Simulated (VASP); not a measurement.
Set up this calculation in VASP 6.6.1, as the native input.

```yaml
Task: single point
Functional: PBE
Potentials_or_basis: VASP PAW PBE potentials, release 64 (Zr_sv, Si)
Cutoff: 520 eV
k_mesh: 6 × 6 × 6
Occupations: gaussian, width 0.1 eV
Spin: no spin polarisation
Dipole_correction: no
Further_INCAR_settings: ALGO = Normal; EDIFF = 1e-06; NBANDS = 20
```

The structure of ZrSi3 lies in POSCAR:

```
ZrSi3
1.0
    4.9909277861      0.0000000000      0.0000000000
   -2.4954638930      4.3222702512      0.0000000000
    0.0000000000      0.0000000000      2.9928981623
Zr Si
1 3
Direct
    0.0000000000      0.0000000000      0.5000000000
    0.5000000000      0.0000000000      0.0000000000
    0.0000000000      0.5000000000      0.0000000000
    0.5000000000      0.5000000000      0.0000000000
```

One way to write it, as run:

INCAR

```
  PREC = Accurate
  ENCUT = 520
  EDIFF = 1E-6
  ISMEAR = 0
  SIGMA = 0.1
  LREAL = F
  LASPH = T
  NELM = 100
  ALGO = Normal
  ISIF = 2
  LWAVE = F
  LCHARG = F
  GGA = PE
  NBANDS = 20
```

KPOINTS

```
regular mesh
0
Gamma
  6 6 6
```

Potentials or basis: VASP PAW PBE potentials, release 64 (Zr_sv, Si).

Launch:

```sh
$ cat potpaw_PBE.64/Zr_sv/POTCAR potpaw_PBE.64/Si/POTCAR > POTCAR
$ mpirun -np 1 vasp_std > vasp.out
```

Results of the run:

- Pressure: 0.0 GPa
- Band gap on the k mesh: zero (band 12 reaches 12.20 eV, above the bottom of band 13 at 7.63 eV)

Run time: 55 s on 1 thread of AMD EPYC 7R13 (shared host), peak memory 0.17 GiB.
